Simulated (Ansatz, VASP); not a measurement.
# One calculation of PbO, two programs

File INCAR:

```
SYSTEM = PbO
PREC     = Accurate       ! precision mode
ENCUT    = 520            ! plane-wave cutoff, eV
EDIFF    = 1E-6           ! SCF threshold, eV
ISMEAR   = 0              ! smearing method
SIGMA    = 0.05           ! smearing width, eV
LREAL    = .False.        ! projectors in reciprocal space
LASPH    = .True.         ! aspherical terms in the spheres
NELM     = 100            ! most SCF steps
ALGO     = Normal         ! electronic algorithm
ISIF     = 2              ! what is computed and relaxed
LWAVE    = .False.        ! write WAVECAR
LCHARG   = .False.        ! write CHGCAR
GGA      = PS             ! functional
NBANDS   = 28             ! bands
```

The input KPOINTS:

```
regular mesh
0
Gamma
  8 8 6
  0 0 0
```

POSCAR

```
PbO
1.0
    3.8154240000      0.0000000000      0.0000000000
    0.0000000000      4.1333760000      0.0000000000
    0.0000000000      0.0000000000      5.0220000000
Pb O
2 2
Direct
    0.0000000000      0.5000000000      0.2351000000
    0.5000000000      0.0000000000      0.7649000000
    0.0000000000      0.0000000000      0.0000000000
    0.5000000000      0.5000000000      0.0000000000
```

Input for Ansatz:

```yaml
crystal:
  lattice:
    - [3.815424, 0.0, 0.0]
    - [0.0, 4.133376, 0.0]
    - [0.0, 0.0, 5.022]
  atoms:
    - { symbol: Pb, position: [0.0, 0.5, 0.2351] }
    - { symbol: Pb, position: [0.5, 0.0, 0.7649] }
    - { symbol: O, position: [0.0, 0.0, 0.0] }
    - { symbol: O, position: [0.5, 0.5, 0.0] }
basis:
  ecutwfc: 420
kpoints:
  mp_grid: { grid: [8, 8, 6] }
hamiltonian:
  xc: pbesol
scf:
  occupations: { method: gaussian, width: 0.05 }
output:
  forces: true
  stress: true
  eigenvalues: true
```

Change from the starting cell: strain -0.0400 x Voigt [1, -1, 0, 0, 0, 0], atoms carried along.

Alike in both runs: task single point; functional PBEsol; k mesh 8 × 8 × 6; occupations gaussian, width 0.05 eV; no spin polarisation.

|  | VASP | Ansatz |
| --- | --- | --- |
| version | VASP 6.6.1 | Ansatz 0.2.0 |
| potentials or method | VASP PAW PBE potentials, release 64 (Pb_d, O), cutoff 520 eV | scalar-relativistic, plane waves, PAW |
| valence electrons in the cell | 40 | 40 |

VASP gave:

```
gap on the k mesh at the Fermi level (eV)                     : 1.16
least direct gap on the mesh (eV)                             : 2.28
pressure (GPa)                                                : 1.7
traceless stress, the component that is largest in VASP (GPa) : 3.04
rms of the force components (eV/Å)                            : 0.294
```

Task: Which values does Ansatz return?

Result: gap on the k mesh at the Fermi level (eV): 1.15; least direct gap on the mesh (eV): 2.30; pressure (GPa): 1.6; traceless stress, the component that is largest in VASP (GPa): 2.96; rms of the force components (eV/Å): 0.281.

VASP's potentials were made for PBE, not for PBEsol. Atom by atom the forces differ by 0.020 eV/Å (rms over components).

Spin-orbit coupling is off throughout.
